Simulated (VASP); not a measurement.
# Y (P2_1/m) in VASP: a series of runs

The runs below take Y through single point, with PBEsol.

Program: VASP 6.6.1. These are calculated values, not measurements. Logs are shortened: lines on timing, memory, paths and dates and some standing lists are left out, and cuts for length are marked.

**1. The cell of the first run**

Symmetry: P2_1/m, No. 11, monoclinic system. Conventional cell: a = 3.628 Å, b = 5.747 Å, c = 3.652 Å, α = 90.00°, β = 119.35°, γ = 90.00°. Y (site symmetry m) has 12 Y at 3.56 to 3.68 Å within 4.7 Å.

**2. Single point, PBEsol (strain +0.0150 x Voigt [0, 0, 0, 0, 0, 1])**

Input file INCAR:

```
PREC = Accurate
ENCUT = 520
EDIFF = 1E-6
ISMEAR = 0
SIGMA = 0.15
LREAL = False
LASPH = True
NELM = 100
ALGO = Fast
ISIF = 2
LWAVE = False
LCHARG = False
GGA = PS
NBANDS = 18
```

Input file KPOINTS:

```
Automatic mesh
0
Gamma
  18 18 8
```

Input file POSCAR:

```
Y
1.0
    3.6514992371      0.0273862442      0.0000000000
   -1.8020324353      3.1485979791      0.0000000000
    0.0000000000      0.0000000000      5.7474000000
Y
2
Direct
    0.3333333333      0.6666666667      0.2500000000
    0.6666666667      0.3333333333      0.7500000000
```

Potentials or basis: VASP PAW PBE potentials, release 64 (Y_sv).

The run is started by

```console
cat potpaw_PBE.64/Y_sv/POTCAR > POTCAR
mpirun -np 1 vasp_std > vasp.out
```

OUTCAR:

```text
PREC = Accurate
   ENCUT = 520
   EDIFF = 1E-6
   ISMEAR = 0
   LREAL = False
   LASPH = True
   NELM = 100
   ISIF = 2
   GGA = PS

 ion  position               nearest neighbor table
   1  0.333  0.667  0.250-   2 3.56   2 3.56   2 3.56   2 3.56   2 3.57   2 3.57
   2  0.667  0.333  0.750-   1 3.56   1 3.56   1 3.56   1 3.56   1 3.57   1 3.57

  Warning from LATTYP: Monoclinic adjustment (A1->A3, A2->A1, A3->A2)!
  LATTYP: Found a simple monoclinic cell.
 ALAT       =     3.6278078962
 B/A-ratio  =     1.5842624980
 C/A-ratio  =     1.0065587921
 COS(beta)  =    -0.4902045493

  Lattice vectors:

 A1 = (  -1.8020324353,   3.1485979791,   0.0000000000)
 A2 = (   0.0000000000,   0.0000000000,   5.7474000000)
 A3 = (   3.6514992371,   0.0273862442,   0.0000000000)

Analysis of symmetry for initial positions (statically):
=====================================================================
 Subroutine PRICEL returns:
 Original cell was already a primitive cell.

 Routine SETGRP: Setting up the symmetry group for a
 simple monoclinic supercell.

 Subroutine GETGRP returns: Found  4 space group operations
 (whereof  2 operations were pure point group operations)
 out of a pool of  4 trial point group operations.

The static configuration has the point symmetry S_2 .
 The point group associated with its full space group is C_2h.

Analysis of symmetry for dynamics (positions and initial velocities):
=====================================================================
 Subroutine PRICEL returns:
 Original cell was already a primitive cell.

 Routine SETGRP: Setting up the symmetry group for a
 simple monoclinic supercell.

 Subroutine GETGRP returns: Found  4 space group operations
 (whereof  2 operations were pure point group operations)
 out of a pool of  4 trial point group operations.

The dynamic configuration has the point symmetry S_2 .
 The point group associated with its full space group is C_2h.

 Subroutine INISYM returns: Found  4 space group operations
 (whereof  2 operations are pure point group operations),
 and found     1 'primitive' translations

----------------------------------------------------------------------------------------

                                     Primitive cell

  volume of cell :      66.3621

  direct lattice vectors                    reciprocal lattice vectors
     3.651499237  0.027386244  0.000000000     0.272689604  0.156068039  0.000000000
    -1.802032435  3.148597979  0.000000000    -0.002371832  0.316244211  0.000000000
     0.000000000  0.000000000  5.747400000     0.000000000  0.000000000  0.173991718

  length of vectors
     3.651601934  3.627807896  5.747400000     0.314192382  0.316253105  0.173991718

  position of ions in fractional coordinates (direct lattice)
     0.333333333  0.666666667  0.250000000
     0.666666667  0.333333333  0.750000000

  ion indices of the primitive-cell ions
   primitive index   ion index
                 1           1
                 2           2

----------------------------------------------------------------------------------------

 KPOINTS: Automatic mesh

Automatic generation of k-mesh.
 Grid dimensions read from file:
 generate k-points for:   18   18    8

 Generating k-lattice:

  Cartesian coordinates                     Fractional coordinates (reciprocal lattice)
     0.015149422  0.008670447  0.000000000     0.055555556  0.000000000  0.000000000
    -0.000131768  0.017569123  0.000000000     0.000000000  0.055555556  0.000000000
     0.000000000  0.000000000  0.021748965     0.000000000  0.000000000  0.125000000

  Length of vectors
     0.017455132  0.017569617  0.021748965

  Shift w.r.t. Gamma in fractional coordinates (k-lattice)
     0.000000000  0.000000000  0.000000000

 Subroutine IBZKPT returns following result:
 ===========================================

 Found    820 irreducible k-points:

 Following reciprocal coordinates:
            Coordinates               Weight
  0.000000  0.000000  0.000000      1.000000
  0.055556  0.000000  0.000000      2.000000
  0.111111  0.000000  0.000000      2.000000
  0.166667  0.000000  0.000000      2.000000
  0.222222 -0.000000  0.000000      2.000000
  0.277778  0.000000  0.000000      2.000000
[... 16 lines left out ...]
 -0.333333  0.055556  0.000000      2.000000
 -0.277778  0.055556  0.000000      2.000000
 [... further k-points ...]
   k-points           NKPTS =    820   k-points in BZ     NKDIM =    820   number of bands    NBANDS=     18
   number of dos      NEDOS =    301   number of ions     NIONS =      2
   total plane-waves  NPLWV =  37632
   dimension x,y,z NGX =    28 NGY =   28 NGZ =   48
   dimension x,y,z NGXF=    56 NGYF=   56 NGZF=   96
   ions per type =               2
   NGX,Y,Z   is equivalent  to a cutoff of  12.75, 12.83, 13.88 a.u.
   NGXF,Y,Z  is equivalent  to a cutoff of  25.50, 25.66, 27.77 a.u.
 SYSTEM =  unknown system
   PREC   = accura    normal or accurate (medium, high low for compatibility)
   ISTART =      0    job   : 0-new  1-cont  2-samecut
   ICHARG =      2    charge: 1-file 2-atom 10-const
   ISPIN  =      1    spin polarized calculation?
   LNONCOLLINEAR =      F non collinear calculations
   LSORBIT =      F    spin-orbit coupling
   LASPH  =      T    aspherical Exc in radial PAW
   ENCUT  =  520.0 eV  38.22 Ry    6.18 a.u.   6.79  6.75 10.69*2*pi/ulx,y,z
   NELM   =    100;   NELMIN=  2; NELMDL= -5     # of ELM steps
   EDIFF  = 0.1E-05   stopping-criterion for ELM
   LREAL  =      F    real-space projection
   EDIFFG = 0.1E-04   stopping-criterion for IOM
   NSW    =      0    number of steps for IOM
   IBRION =     -1    ionic relax: 0-MD 1-quasi-New 2-CG
   NFREE  =      0    steps in history (QN), initial steepest desc. (CG)
   ISIF   =      2    stress and relaxation
   ISYM   =      2    0-nonsym 1-usesym 2-fastsym
   POTIM  = 0.5000    time-step for ionic-motion
   TEBEG  =    0.0;   TEEND  =   0.0 temperature during run
   PSTRESS=    0.0 pullay stress
   NELECT =      22.0000    total number of electrons
   NUPDOWN=      -1.0000    fix difference up-down
   EMIN   =  10.00;   EMAX   =-10.00  energy-range for DOS
   EFERMI =   0.00;   METHOD = LEGACY
   ISMEAR =     0;   SIGMA  =   0.15  broadening in eV -4-tet -1-fermi 0-gaus
   EFERMI_NEDOS =   21; number of points for ismear=-14 and -15
   IALGO  =     68    algorithm
   IMIX   =      4    mixing-type and parameters
     AMIX     =   0.40;   BMIX     =  1.00
     AMIX_MAG =   1.60;   BMIX_MAG =  1.00
  volume/ion in A,a.u.               =      33.18       223.92
  Fermi-wavevector in a.u.,A,eV,Ry     =   1.133033  2.141121 17.466652  1.283763
  Thomas-Fermi vector in A             =   2.269735
   LORBIT       =      0    0 simple, 1 ext, 2 COOP (PROOUT), +10 PAW based schemes
   GGA     = PS    functional components
   LHFCALC =     F    Hartree Fock is set to
   AEXX    =    0.0000 exact exchange contribution
   IVDW    =     0    specifies the selected vdW correction
   LEPSILON=     F    determine dielectric tensor
   LRPA    =     F    only Hartree local field effects (RPA)
 non-spin polarized calculation
 RMM-DIIS sequential band-by-band and
 Gauss-broadening in eV      SIGMA  =   0.15
  energy-cutoff  :      520.00
  volume of cell :       66.36
 maximum number of plane-waves:      1810
   NGX = 13   NGY = 13   NGZ = 21

 number of electron      22.0000001 magnetization

 Free energy of the ion-electron system (eV)
  ---------------------------------------------------
  ext. energy  EPLUGINS =         0.00000000
  ---------------------------------------------------
  free energy    TOTEN  =       -13.62858838 eV

  energy without entropy =      -13.58331870  energy(sigma->0) =      -13.60595354

 E-fermi :   2.8361     XC(G=0):  -9.4939

 val. band max:        2.8316617009   @ k =   0.3333   0.1667   0.2500
 cond. band min:       2.8379882833   @ k =   0.3889  -0.0000   0.1250
 fundamental gap:      0.0063265824
 Fermi energy:         2.8360801910

 k-point     1 :       0.0000    0.0000    0.0000
  band No.  band energies     occupation
      1     -39.7866      2.00000
      2     -39.7166      2.00000
      3     -20.0708      2.00000
      4     -19.6108      2.00000
      5     -19.6045      2.00000
      6     -19.5250      2.00000
[... 10 lines left out ...]
     17       5.5814      0.00000
     18       5.6331      0.00000

 k-point     2 :       0.0556    0.0000    0.0000
  band No.  band energies     occupation
      1     -39.7852      2.00000
      2     -39.7161      2.00000
      3     -20.0655      2.00000
      4     -19.6214      2.00000
      5     -19.6083      2.00000
      6     -19.5362      2.00000
[... 10 lines left out ...]
     17       5.4872      0.00000
     18       5.5698      0.00000

 k-point     3 :       0.1111    0.0000    0.0000
  band No.  band energies     occupation
      1     -39.7810      2.00000
      2     -39.7147      2.00000
      3     -20.0501      2.00000
      4     -19.6524      2.00000
      5     -19.6186      2.00000
      6     -19.5687      2.00000
[... 10 lines left out ...]
     17       5.4092      0.00000
     18       5.4629      0.00000

 k-point     4 :       0.1667    0.0000    0.0000
  band No.  band energies     occupation
      1     -39.7744      2.00000
      2     -39.7125      2.00000
      3     -20.0253      2.00000
      4     -19.7003      2.00000
      5     -19.6337      2.00000
      6     -19.6176      2.00000
[... 375 lines left out ...]
      4     -19.8911      2.00000
      5     -19.8191      2.00000
      6     -19.6977      2.00000
[... 10 lines left out ...]
     17       6.9706      0.00000
     18       7.3873      0.00000

 k-point    23 :      -0.3333    0.0556    0.0000
  band No.  band energies     occupation
      1     -39.7511      2.00000
      2     -39.7070      2.00000
      3     -19.9312      2.00000
      4     -19.8522      2.00000
      5     -19.7733      2.00000
      6     -19.6792      2.00000
[... 10 lines left out ...]
     17       6.4105      0.00000
     18       6.8747      0.00000

 k-point    24 :      -0.2778    0.0556    0.0000
  band No.  band energies     occupation
      1     -39.7605      2.00000
      2     -39.7087      2.00000
      3     -19.9706      2.00000
      4     -19.7915      2.00000
      5     -19.7209      2.00000
      6     -19.6565      2.00000
[... 10 lines left out ...]
     17       5.9232      0.00000
     18       6.3935      0.00000

 [... further k-points ...]

------------------------ aborting loop because EDIFF is reached ----------------------------------------

  FORCE on cell =-STRESS in cart. coord.  units (eV):
  Direction    XX          YY          ZZ          XY          YZ          ZX
  --------------------------------------------------------------------------------------
  -------------------------------------------------------------------------------------
  Total       -0.8751711     -0.8723083     -1.1733330     -0.1748054      0.0000000      0.0000000
  in kB      -21.1292219    -21.0601056    -28.3277319     -4.2203194      0.0000000      0.0000000
  external PRESSURE =     -23.5056864 kB  Pullay stress =       0.0000000 kB

 VOLUME and BASIS-vectors are now :
 -----------------------------------------------------------------------------
  energy-cutoff  :      520.00
  volume of cell :       66.36
      direct lattice vectors                 reciprocal lattice vectors
     3.651499237  0.027386244  0.000000000     0.272689604  0.156068039  0.000000000
    -1.802032435  3.148597979  0.000000000    -0.002371832  0.316244211  0.000000000
     0.000000000  0.000000000  5.747400000     0.000000000  0.000000000  0.173991718

 POSITION                                       TOTAL-FORCE (eV/Angst)
 -----------------------------------------------------------------------------------
      0.01581      2.10819      1.43685        -0.018701      0.000142      0.000000
      1.83366      1.06779      4.31055         0.018701     -0.000142      0.000000
 -----------------------------------------------------------------------------------
    total drift:                               -0.000000      0.000000     -0.000000

  FREE ENERGIE OF THE ION-ELECTRON SYSTEM (eV)
  ---------------------------------------------------
  free  energy   TOTEN  =       -13.6285883815 eV

  energy  without entropy=      -13.5833186977  energy(sigma->0) =      -13.60595354
```

Run time: 9.5 min. Hardware: 1 thread of Intel Xeon 6975P-C (Granite Rapids), shared host; peak memory 0.93 GiB.

What came out:

```
Free energy            : -13.6286 eV
Pressure               : -2.4 GPa
Largest force          : 0.019 eV/Å
Band gap on the k mesh : zero (band 11 reaches 3.76 eV, above the bottom of band 12 at 2.35 eV)
```

Forces on the atoms (eV/Å):
```
Y   -0.019  0.000  0.000
Y    0.019  0.000  0.000
```

Caveat: the cell differs from its parent crystal (strain +0.0150 x Voigt [0, 0, 0, 0, 0, 1]); the PAW data sets were made with another functional, which shifts forces and pressure a little.

**3. Single point, PBEsol (strain +0.0250 x Voigt [0, 0, 0, 0, 0, 1])**

Input file INCAR:

```
SYSTEM = Y
  PREC = Accurate
  ENCUT = 520
  EDIFF = 1E-6
  ISMEAR = 0
  SIGMA = 0.15
  LREAL = .False.
  LASPH = .True.
  NELM = 80
  ALGO = Fast
  ISIF = 2
  LWAVE = .False.
  LCHARG = .False.
  GGA = PS
  NBANDS = 18
```

Input file KPOINTS:

```
regular mesh
0
Gamma
  18 18 8
  0 0 0
```

Input file POSCAR:

```
Y
1.0
    3.6514992371      0.0456437404      0.0000000000
   -1.7862209798      3.1394692310      0.0000000000
    0.0000000000      0.0000000000      5.7474000000
Y
2
Direct
    0.3333333333      0.6666666667      0.2500000000
    0.6666666667      0.3333333333      0.7500000000
```

Potentials or basis: VASP PAW PBE potentials, release 64 (Y_sv).

The run is started by

```console
cat potpaw_PBE.64/Y_sv/POTCAR > POTCAR
mpirun -np 1 vasp_std > vasp.out
```

Wall time 27 min (1 thread of Intel Xeon Platinum 8259CL at 2.50GHz (Skylake/Cascade Lake), shared host); peak memory 0.92 GiB.

Results (log left out):

- Free energy: -13.6263 eV
- Pressure: -2.3 GPa
- Largest force: 0.031 eV/Å
- Band gap on the k mesh: zero (band 11 reaches 3.76 eV, above the bottom of band 12 at 2.35 eV)

Forces on the atoms (eV/Å):
```
Y   -0.031  0.000  0.000
Y    0.031  0.000  0.000
```

Stress tensor (GPa, compression positive):
```
-2.11 -0.70  0.00
-0.70 -2.09  0.00
 0.00  0.00 -2.82
```

Levels at points of the mesh, in eV from the Fermi level:
```csv
k point,band 9,band 10,band 11,band 12,band 13,band 14
"(0.00, 0.00, 0.00)",-4.69,-1.86,0.85,1.57,1.90,2.00
"(0.50, 0.00, 0.00)",-1.72,-1.18,-0.80,-0.16,1.33,1.59
"(0.00, 0.50, 0.00)",-1.68,-1.17,-0.81,-0.10,1.32,1.51
"(0.50, 0.50, 0.00)",-1.64,-1.17,-0.81,-0.05,1.33,1.42
"(0.00, 0.00, 0.50)",-3.27,-3.27,0.93,0.93,1.52,1.52
"(0.50, 0.00, 0.50)",-1.67,-1.67,0.05,0.05,1.30,1.30
"(0.00, 0.50, 0.50)",-1.64,-1.64,0.06,0.06,1.36,1.36
"(0.50, 0.50, 0.50)",-1.62,-1.62,0.08,0.08,1.43,1.43
```

Caveat: the cell differs from its parent crystal (strain +0.0250 x Voigt [0, 0, 0, 0, 0, 1]); the PAW data sets were made with another functional, which shifts forces and pressure a little.
